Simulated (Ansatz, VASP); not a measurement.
**One calculation of Pt, two programs**

```
Pt
1.0
     0.00000    1.85988    2.17048
     1.85988    0.00000    2.17048
     1.85988    1.85988    0.00000
Pt
1
Direct
  0.00000 0.00000 0.00000
```

Alike in both runs: task single point; functional PBE; k mesh 22 × 22 × 22; occupations gaussian, width 0.15 eV; no spin polarisation.

|  | VASP | Ansatz |
| --- | --- | --- |
| version | VASP 6.6.1 | Ansatz 0.2.0 |
| potentials or method | VASP PAW PBE potentials, release 64 (Pt), cutoff 520 eV | scalar-relativistic, plane waves, PAW |
| valence electrons in the cell | 10 | 18 |

|  | VASP | Ansatz | Ansatz less VASP |
| --- | --- | --- | --- |
| gap on the k mesh at the Fermi level (eV) | none | none | - |
| pressure (GPa) | 14.5 | 15.1 | +0.55 |
| traceless stress, the component that is largest in VASP (GPa) | -16.08 | -16.22 | -0.139 |

A gap of «none» marks a metal or a gap that the smearing closes. The functional is the same, so the differences come from potentials, cutoffs and numerics. VASP's potentials hold 10 valence electrons a cell and Ansatz's 18, so a difference there can come from the potentials and not from the codes.

Neither program's run includes spin-orbit coupling.
